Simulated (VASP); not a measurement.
# PtS2 in VASP: single point with PBE+D3(BJ)

Aim: the single point of PtS2 with PBE+D3(BJ).

Program: VASP 6.6.1. These are calculated values, not measurements. Logs are shortened: lines on timing, memory, paths and dates and some standing lists are left out, and cuts for length are marked.

### 1 The cell of the first run

The cell holds a slab with vacuum, 3 atoms: a = 3.541 Å, b = 3.541 Å, c = 30.825 Å, α = 90.00°, β = 90.00°, γ = 120.00°.

### 2 Single point, PBE+D3(BJ), non-collinear spin, zero start, spin-orbit coupling

INCAR

```
PREC = Accurate
ENCUT = 520
EDIFF = 1E-6
ISMEAR = 0
SIGMA = 0.02
LREAL = F
LASPH = T
NELM = 150
ALGO = Normal
ISIF = 2
LWAVE = F
LCHARG = T
MAGMOM = 0 0 0 0 0 0 0 0 0
LORBIT = 11
LSORBIT = T
GGA_COMPAT = F
LORBMOM = T
LMAXMIX = 4
LDIPOL = T
IDIPOL = 3
DIPOL = 0.5 0.5 0.500
GGA = PE
IVDW = 12
LVHAR = T
LVACPOTAV = T
NBANDS = 35
```

KPOINTS

```
Automatic mesh
0
Gamma
  9 9 1
```

POSCAR

```
PtS2
1.0
    3.5414376595      0.0000000000      0.0000000000
   -1.7707188298      3.0669749791      0.0000000000
    0.0000000000      0.0000000000     30.8254864128
S Pt
2 1
Direct
    0.6666666667      0.3333333333      0.4597154276
    0.3333333333      0.6666666667      0.5402845724
    0.0000000000      0.0000000000      0.5000000000
```

Potentials or basis: VASP PAW PBE potentials, release 64 (S, Pt).

Command:

```console
cat potpaw_PBE.64/S/POTCAR potpaw_PBE.64/Pt/POTCAR > POTCAR
mpirun -np 1 vasp_ncl > vasp.out
```

OUTCAR:

```text
PREC = Accurate
   ENCUT = 520
   EDIFF = 1E-6
   ISMEAR = 0
   LREAL = F
   LASPH = T
   NELM = 150
   ISIF = 2
   LORBIT = 11
   LSORBIT = T
   GGA = PE
   IVDW = 12
 IVDW          = 12

 ion  position               nearest neighbor table
   1  0.667  0.333  0.460-   3 2.39   3 2.39   3 2.39
   2  0.333  0.667  0.540-   3 2.39   3 2.39   3 2.39
   3  0.000  0.000  0.500-   1 2.39   2 2.39   1 2.39   2 2.39   1 2.39   2 2.39

  LATTYP: Found a hexagonal cell.
 ALAT       =     3.5414376595
 C/A-ratio  =     8.7042295747

  Lattice vectors:

 A1 = (   3.5414376595,   0.0000000000,   0.0000000000)
 A2 = (  -1.7707188298,   3.0669749791,   0.0000000000)
 A3 = (   0.0000000000,   0.0000000000,  30.8254864128)

Analysis of symmetry for initial positions (statically):
=====================================================================
 Subroutine PRICEL returns:
 Original cell was already a primitive cell.

 Routine SETGRP: Setting up the symmetry group for a
 hexagonal supercell.

 Subroutine GETGRP returns: Found 12 space group operations
 (whereof 12 operations were pure point group operations)
 out of a pool of 24 trial point group operations.

The static configuration has the point symmetry D_3d.

Analysis of symmetry for dynamics (positions and initial velocities):
=====================================================================
 Subroutine PRICEL returns:
 Original cell was already a primitive cell.

 Routine SETGRP: Setting up the symmetry group for a
 hexagonal supercell.

 Subroutine GETGRP returns: Found 12 space group operations
 (whereof 12 operations were pure point group operations)
 out of a pool of 24 trial point group operations.

The dynamic configuration has the point symmetry D_3d.

Analysis of structural, dynamic, and magnetic symmetry:
=====================================================================
 Subroutine PRICEL returns:
 Original cell was already a primitive cell.

 Routine SETGRP: Setting up the symmetry group for a
 hexagonal supercell.

 Subroutine GETGRP returns: Found 12 space group operations
 (whereof 12 operations were pure point group operations)
 out of a pool of 24 trial point group operations.

The overall configuration has the point symmetry D_3d.

 Subroutine INISYM returns: Found 12 space group operations
 (whereof 12 operations are pure point group operations),
 and found     1 'primitive' translations

----------------------------------------------------------------------------------------

                                     Primitive cell

  volume of cell :     334.8110

  direct lattice vectors                    reciprocal lattice vectors
     3.541437660  0.000000000  0.000000000     0.282371200  0.163027088  0.000000000
    -1.770718830  3.066974979  0.000000000     0.000000000  0.326054176  0.000000000
     0.000000000  0.000000000 30.825486413     0.000000000  0.000000000  0.032440688

  length of vectors
     3.541437660  3.541437660 30.825486413     0.326054176  0.326054176  0.032440688

  position of ions in fractional coordinates (direct lattice)
     0.666666667  0.333333333  0.459715428
     0.333333333  0.666666667  0.540284572
     0.000000000  0.000000000  0.500000000

  ion indices of the primitive-cell ions
   primitive index   ion index
                 1           1
                 2           2
                 3           3

----------------------------------------------------------------------------------------

 KPOINTS: Automatic mesh

Automatic generation of k-mesh.
 Grid dimensions read from file:
 generate k-points for:    9    9    1

 Generating k-lattice:

  Cartesian coordinates                     Fractional coordinates (reciprocal lattice)
     0.031374578  0.018114121  0.000000000     0.111111111 -0.000000000  0.000000000
     0.000000000  0.036228242  0.000000000     0.000000000  0.111111111  0.000000000
     0.000000000  0.000000000  0.032440688     0.000000000  0.000000000  1.000000000

  Length of vectors
     0.036228242  0.036228242  0.032440688

  Shift w.r.t. Gamma in fractional coordinates (k-lattice)
     0.000000000  0.000000000  0.000000000

 Subroutine IBZKPT returns following result:
 ===========================================

 Found     12 irreducible k-points:

 Following reciprocal coordinates:
            Coordinates               Weight
  0.000000  0.000000  0.000000      1.000000
  0.111111 -0.000000  0.000000      6.000000
  0.222222 -0.000000  0.000000      6.000000
  0.333333 -0.000000  0.000000      6.000000
  0.444444 -0.000000  0.000000      6.000000
  0.111111  0.111111  0.000000      6.000000
  0.222222  0.111111  0.000000     12.000000
  0.333333  0.111111  0.000000     12.000000
[... 38 lines left out ...]
   EFERMI_NEDOS =   21; number of points for ismear=-14 and -15
   IALGO  =     38    algorithm
   IMIX   =      4    mixing-type and parameters
     AMIX     =   0.40;   BMIX     =  1.00
     AMIX_MAG =   1.60;   BMIX_MAG =  1.00
  volume/ion in A,a.u.               =     111.60       753.14
  Fermi-wavevector in a.u.,A,eV,Ry     =   0.660616  1.248383  5.937767  0.436414
  Thomas-Fermi vector in A             =   1.733119
   LORBIT       =     11    0 simple, 1 ext, 2 COOP (PROOUT), +10 PAW based schemes
   GGA     = PE    functional components
   LHFCALC =     F    Hartree Fock is set to
   AEXX    =    0.0000 exact exchange contribution
   IVDW    =    12    specifies the selected vdW correction
   LEPSILON=     F    determine dielectric tensor
   LRPA    =     F    only Hartree local field effects (RPA)
 Gauss-broadening in eV      SIGMA  =   0.02
  energy-cutoff  :      520.00
  volume of cell :      334.81
 maximum number of plane-waves:     18230
 NGX is ok and might be reduce to    28
   NGX = 13   NGY = 13   NGZ =115

 number of electron      22.0000000 magnetization       0.0000000      0.0000000      0.0000000

 number of electron      21.9999998 magnetization      -0.0000000      0.0000000     -0.0000000

 dipolmoment           0.000000      0.000000     -0.000000 electrons x Angstroem

 number of electron      21.9999998 magnetization      -0.0000000      0.0000000      0.0000000

 dipolmoment           0.000000      0.000000      0.000000 electrons x Angstroem

 Free energy of the ion-electron system (eV)
  ---------------------------------------------------
  ext. energy  EPLUGINS =         0.00000000
  ---------------------------------------------------
  free energy    TOTEN  =       -15.84112852 eV

  energy without entropy =      -15.84112852  energy(sigma->0) =      -15.84112852

 E-fermi :  -4.1294     XC(G=0):  -2.1375

 val. band max:       -4.2785947133   @ k =   0.1111   0.1111   0.0000
 cond. band min:      -2.5013750860   @ k =   0.2222  -0.0000   0.0000
 fundamental gap:      1.7772196274
 Fermi energy:        -4.1293675707

 k-point     1 :       0.0000    0.0000    0.0000
  band No.  band energies     occupation
      1     -18.3796      1.00000
      2     -18.3796      1.00000
      3     -16.1775      1.00000
      4     -16.1775      1.00000
      5     -10.1706      1.00000
      6     -10.1706      1.00000
[... 433 lines left out ...]
     33       5.1205      0.00000
     34       5.1205      0.00000
 [bands above 34 left out]

------------------------ aborting loop because EDIFF is reached ----------------------------------------

 vacuum level on the upper side and lower side of the slab       (xc-potential included)        -0.118        -0.118

 Edisp (eV)   -0.82763

 E8    (eV) :    -0.3564

  FORCE on cell =-STRESS in cart. coord.  units (eV):
  Direction    XX          YY          ZZ          XY          YZ          ZX
  --------------------------------------------------------------------------------------
  -------------------------------------------------------------------------------------
  Total      -0.12578    -0.12578    -0.02567     0.00000     0.00000    -0.00000
  in kB      -0.60191    -0.60191    -0.12283     0.00000     0.00000    -0.00000
  external pressure =       -0.44 kB  Pullay stress =        0.00 kB

 VOLUME and BASIS-vectors are now :
 -----------------------------------------------------------------------------
  energy-cutoff  :      520.00
  volume of cell :      334.81
      direct lattice vectors                 reciprocal lattice vectors
     3.541437660  0.000000000  0.000000000     0.282371200  0.163027088  0.000000000
    -1.770718830  3.066974979  0.000000000     0.000000000  0.326054176  0.000000000
     0.000000000  0.000000000 30.825486413     0.000000000  0.000000000  0.032440688

 POSITION                                       TOTAL-FORCE (eV/Angst)
 -----------------------------------------------------------------------------------
      1.77072      1.02232     14.17095         0.000000      0.000000     -0.001525
     -0.00000      2.04465     16.65453        -0.000000      0.000000      0.001525
      0.00000      0.00000     15.41274         0.000000      0.000000      0.000000
 -----------------------------------------------------------------------------------
    total drift:                               -0.000000     -0.000000      0.000000

  FREE ENERGIE OF THE ION-ELECTRON SYSTEM (eV)
  ---------------------------------------------------
  free  energy   TOTEN  =       -16.6687596429 eV

  energy  without entropy=      -16.6687596429  energy(sigma->0) =      -16.66875964

 vacuum level on the upper side and lower side of the slab         2.002         2.002

 orbital moment (x)

 # of ion     p       d       tot
 ----------------------------------------
  1        -0.000   0.000  -0.000
  2        -0.000   0.000  -0.000
  3         0.000   0.000   0.000
 ----------------------------------------
           -0.000   0.000  -0.000

 orbital moment (y)

 # of ion     p       d       tot
 ----------------------------------------
  1         0.000   0.000   0.000
  2        -0.000   0.000  -0.000
  3        -0.000   0.000  -0.000
 ----------------------------------------
            0.000   0.000   0.000

 orbital moment (z)

 # of ion     p       d       tot
 ----------------------------------------
  1         0.000   0.000   0.000
  2         0.000   0.000   0.000
  3         0.000   0.000   0.000
 ----------------------------------------
            0.000   0.000   0.000

 Spin-Orbit-Coupling matrix elements

 Ion:    1  E_soc:      0.0008507
 l=   1
     0.0000000     0.0001160     0.0001935
     0.0001160     0.0000000     0.0001160
     0.0001935     0.0001160     0.0000000
 l=   2
     0.0000000     0.0000000     0.0000000     0.0000000     0.0000000
     0.0000000     0.0000000     0.0000000     0.0000000     0.0000000
     0.0000000     0.0000000     0.0000000     0.0000000     0.0000000
     0.0000000     0.0000000     0.0000000     0.0000000     0.0000000
     0.0000000     0.0000000     0.0000000     0.0000000     0.0000000
 l=   3
     0.0000000     0.0000000     0.0000000     0.0000000     0.0000000     0.0000000     0.0000000
     0.0000000     0.0000000     0.0000000     0.0000000     0.0000000     0.0000000     0.0000000
     0.0000000     0.0000000     0.0000000     0.0000000     0.0000000     0.0000000     0.0000000
     0.0000000     0.0000000     0.0000000     0.0000000     0.0000000     0.0000000     0.0000000
[... 29 lines left out ...]
 l=   2
     0.0000000    -0.0212523     0.0000000    -0.0212523    -0.0707047
    -0.0212523     0.0000000    -0.0511929    -0.0257212    -0.0212523
     0.0000000    -0.0511929     0.0000000    -0.0511929     0.0000000
    -0.0212523    -0.0257212    -0.0511929     0.0000000    -0.0212523
    -0.0707047    -0.0212523     0.0000000    -0.0212523     0.0000000
 l=   3
     0.0000000     0.0000000     0.0000000     0.0000000     0.0000000     0.0000000     0.0000000
     0.0000000     0.0000000     0.0000000     0.0000000     0.0000000     0.0000000     0.0000000
     0.0000000     0.0000000     0.0000000     0.0000000     0.0000000     0.0000000     0.0000000
     0.0000000     0.0000000     0.0000000     0.0000000     0.0000000     0.0000000     0.0000000
     0.0000000     0.0000000     0.0000000     0.0000000     0.0000000     0.0000000     0.0000000
     0.0000000     0.0000000     0.0000000     0.0000000     0.0000000     0.0000000     0.0000000
     0.0000000     0.0000000     0.0000000     0.0000000     0.0000000     0.0000000     0.0000000

 total charge

# of ion       s       p       d       tot
------------------------------------------
    1        1.358   2.283   0.000   3.641
    2        1.358   2.283   0.000   3.641
    3        0.695   0.795   7.946   9.436
--------------------------------------------------
tot          3.412   5.361   7.946  16.718

 magnetization (x)

# of ion       s       p       d       tot
------------------------------------------
    1        0.000   0.000   0.000   0.000
    2        0.000   0.000   0.000   0.000
    3        0.000  -0.000   0.000   0.000
--------------------------------------------------
tot          0.000  -0.000   0.000   0.000

 magnetization (y)

# of ion       s       p       d       tot
------------------------------------------
    1       -0.000  -0.000   0.000  -0.000
    2        0.000   0.000   0.000   0.000
    3        0.000   0.000   0.000   0.000
--------------------------------------------------
tot          0.000   0.000   0.000   0.000

 magnetization (z)

# of ion       s       p       d       tot
------------------------------------------
    1        0.000   0.000   0.000   0.000
    2        0.000   0.000   0.000   0.000
    3       -0.000   0.000   0.000   0.000
--------------------------------------------------
tot         -0.000   0.000   0.000   0.000
```

Wall time 19 min (1 thread of Oxide Virtual Turin-like, shared host); peak memory 1.2 GiB.

Results:

* Free energy: -16.6688 eV
* Net moment: 0.00 μB per cell
* Valence electrons inside the program's atomic spheres: S 3.64; Pt 9.44
* Dispersion energy per atom: -0.276 eV
* Work function of the upper face: 6.13 eV
* Work function of the lower face: 6.13 eV

Moments on the atoms (μB; x, y, z):
```
S   0.00 0.00 0.00
S   0.00 0.00 0.00
Pt  0.00 0.00 0.00
```
